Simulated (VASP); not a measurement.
Set up this calculation in VASP 6.6.1, as the native input.

```yaml
Task: single point
Functional: PBE
Potentials_or_basis: VASP PAW PBE potentials, release 64 (Mg)
Cutoff: 520 eV
k_mesh: 11 × 11 × 3
Occupations: fermi-dirac, width 0.08 eV
Spin: no spin polarisation
Dipole_correction: no
Further_INCAR_settings: ALGO = Normal; EDIFF = 1e-06; NBANDS = 12
```

The structure of Mg lies in POSCAR:

```
Mg
1.0
    3.1959731071      0.0000000000      0.0000000000
   -1.5979865536      2.7677939005      0.0000000000
    0.0000000000      0.0000000000     10.3952417388
Mg
4
Direct
    0.0000000000      0.0000000000      0.0000000000
    0.0000000000      0.0000000000      0.5000000000
    0.3333333333      0.6666666667      0.2500000000
    0.6666666667      0.3333333333      0.7500000000
```

These files were run (other wordings do the same):

INCAR

```
SYSTEM = Mg
  PREC = Accurate
  ENCUT = 520
  EDIFF = 1E-6
  ISMEAR = -1
  SIGMA = 0.08
  LREAL = .FALSE.
  LASPH = .TRUE.
  NELM = 60
  ALGO = Normal
  ISIF = 2
  LWAVE = .FALSE.
  LCHARG = .TRUE.
  GGA = PE
  LELF = .TRUE.
  LVHAR = .TRUE.
  NBANDS = 12
```

KPOINTS

```
regular mesh
0
G
  11 11 3
  0 0 0
```

Potentials or basis: VASP PAW PBE potentials, release 64 (Mg).

Run with:

```console
$ cat potpaw_PBE.64/Mg/POTCAR > POTCAR
$ mpirun -np 1 vasp_std > vasp.out
```

Results of the run:

The pressure is -0.1 GPa and the band gap on the k mesh is zero (band 4 reaches 3.55 eV, above the bottom of band 5 at 1.37 eV).

Run time: 12 s on 1 thread of Intel(R) Xeon(R) 6975P-C (Granite Rapids), on a shared host, peak memory 0.2 GiB.
